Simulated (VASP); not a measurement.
A run of VASP 6.6.1:

INCAR

```
PREC = Accurate
ENCUT = 600
EDIFF = 1E-6
ISMEAR = 0
SIGMA = 0.01
LREAL = F
LASPH = T
NELM = 100
ALGO = Normal
ISIF = 3
LWAVE = F
LCHARG = F
GGA = PS
IBRION = 2
NSW = 100
EDIFFG = -0.002
PSTRESS = 10.0
```

File KPOINTS:

```
regular mesh
0
Gamma
  8 8 8
```

The input POSCAR:

```
NaF
1.0
    0.0000000000      2.3151034937      2.3151034937
    2.3151034937      0.0000000000      2.3151034937
    2.3151034937      2.3151034937      0.0000000000
Na F
1 1
Direct
    0.0000000000      0.0000000000      0.0000000000
    0.5000000000      0.5000000000      0.5000000000
```

Potentials or basis: VASP PAW PBE potentials, release 64 (Na_pv, F).

The run is started by

```bash
$ cat potpaw_PBE.64/Na_pv/POTCAR potpaw_PBE.64/F/POTCAR > POTCAR
$ mpirun -np 1 vasp_std > vasp.out
```

Hardware: 1 thread of Intel(R) Xeon(R) Platinum 8375C CPU @ 2.90GHz (Ice Lake), with other jobs on the host.

How long does it take, and how much memory?

Run time: 42 s on 1 thread of Intel(R) Xeon(R) Platinum 8375C CPU @ 2.90GHz (Ice Lake) (shared host), peak memory 0.15 GiB. Counts: scf iterations 52, k points 29, ion steps 12.
